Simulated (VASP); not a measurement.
Wanted: the native input for a VASP 6.6.1 run.

- Task: single point
- Functional: LDA
- Potentials or basis: VASP PAW LDA potentials, release 64 (Li_sv)
- Cutoff: 520 eV
- k mesh: 12 × 12 × 12
- Occupations: fermi-dirac, width 0.08 eV
- Spin: no spin polarisation
- Dipole correction: no
- Further INCAR settings: ALGO = Normal; EDIFF = 1e-06; NBANDS = 12

The structure of Li lies in POSCAR:

```
Li
1.0
    1.5453133117      0.8921870565      7.5629208807
   -1.5453133117      0.8921870565      7.5629208807
    0.0000000000     -1.7843741130      7.5629208807
Li
3
Direct
    0.0000000000      0.0000000000      0.0000000000
    0.2220000000      0.2220000000      0.2220000000
    0.7780000000      0.7780000000      0.7780000000
```

This cell differs from its parent crystal: volume scaled by 0.99.

These files were run (other wordings do the same):

INCAR

```
ALGO = Normal ; EDIFF = 1E-6
ENCUT = 520 ; ISIF = 2
ISMEAR = -1 ; LASPH = T
LCHARG = T ; LELF = T
LREAL = F ; LVHAR = T
LWAVE = F ; NBANDS = 12
NELM = 60 ; PREC = Accurate
SIGMA = 0.08
```

KPOINTS

```
k-points
0
Gamma
  12 12 12
```

Potentials or basis: VASP PAW LDA potentials, release 64 (Li_sv).

Command:

```console
$ cat potpaw_LDA.64/Li_sv/POTCAR > POTCAR
$ mpirun -np 1 vasp_std > vasp.out
```

It gave:

```
Largest force : 0.009 eV/Å
```

It took 3.8 min on 1 thread of Intel(R) Xeon(R) 6975P-C (Granite Rapids), on a shared host, peak memory 0.38 GiB.
